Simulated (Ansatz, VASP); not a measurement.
## C: VASP beside Ansatz

Contents of INCAR:

```
PREC = Accurate
ENCUT = 520
EDIFF = 1E-7
ISMEAR = 0
SIGMA = 0.05
LREAL = F
LASPH = T
NELM = 80
ALGO = Normal
ISIF = 2
LWAVE = F
LCHARG = F
NBANDS = 26
```

The input KPOINTS:

```
Automatic mesh
0
Gamma
  8 8 8
```

Contents of POSCAR:

```
C
1.0
   -2.3742423240      2.3742423240      2.4827102475
    2.3742423240     -2.3742423240      2.4827102475
    2.3742423240      2.3742423240     -2.4827102475
C
8
Direct
    0.3254710859      0.0000000000      0.0000000000
    0.6745289141      0.6745289141      0.6745289141
    0.0000000000      0.3254710859      0.0000000000
    0.0000000000      0.0000000000      0.3254710859
    0.0000000000      0.6745289141      0.0000000000
    0.3254710859      0.3254710859      0.3254710859
    0.6745289141      0.0000000000      0.0000000000
    0.0000000000      0.0000000000      0.6745289141
```

Input for Ansatz:

```yaml
crystal:
  lattice:
    - [-2.374242324, 2.374242324, 2.4827102475]
    - [2.374242324, -2.374242324, 2.4827102475]
    - [2.374242324, 2.374242324, -2.4827102475]
  atoms:
    - { symbol: C, position: [0.3254710859, 0.0, 0.0] }
    - { symbol: C, position: [0.6745289141, 0.6745289141, 0.6745289141] }
    - { symbol: C, position: [0.0, 0.3254710859, 0.0] }
    - { symbol: C, position: [0.0, 0.0, 0.3254710859] }
    - { symbol: C, position: [0.0, 0.6745289141, 0.0] }
    - { symbol: C, position: [0.3254710859, 0.3254710859, 0.3254710859] }
    - { symbol: C, position: [0.6745289141, 0.0, 0.0] }
    - { symbol: C, position: [0.0, 0.0, 0.6745289141] }
basis:
  ecutwfc: 420
kpoints:
  mp_grid: { grid: [8, 8, 8] }
hamiltonian:
  xc: lda
scf:
  occupations: { method: gaussian, width: 0.05 }
output:
  forces: true
  stress: true
  eigenvalues: true
  write_density: true
  write_potential: true
  elf: true
  volumetric_format: npy
```

Change from the starting cell: strain -0.015 along x and y, +0.030 along z, atoms carried along.

Alike in both runs: task single point; functional LDA; k mesh 8 × 8 × 8; occupations gaussian, width 0.05 eV; no spin polarisation.

|  | VASP | Ansatz |
| --- | --- | --- |
| version | VASP 6.6.1 | Ansatz 0.2.0 |
| potentials or method | VASP PAW LDA potentials, release 64 (C), cutoff 520 eV | scalar-relativistic, plane waves, PAW |
| valence electrons in the cell | 32 | 32 |

|  | VASP | Ansatz | Ansatz less VASP |
| --- | --- | --- | --- |
| gap on the k mesh at the Fermi level (eV) | 2.31 | 2.32 | +0.011 |
| least direct gap on the mesh (eV) | 2.80 | 2.81 | +0.004 |
| pressure (GPa) | 2.0 | 0.9 | -1.10 |
| traceless stress, the component that is largest in VASP (GPa) | -17.05 | -16.93 | +0.122 |
| rms of the force components (eV/Å) | 0.505 | 0.492 | -0.0124 |

LDA's correlation is that of Perdew and Zunger in VASP and of Perdew and Wang (1992) in Ansatz. Atom by atom the forces differ by 0.030 eV/Å (rms over components).
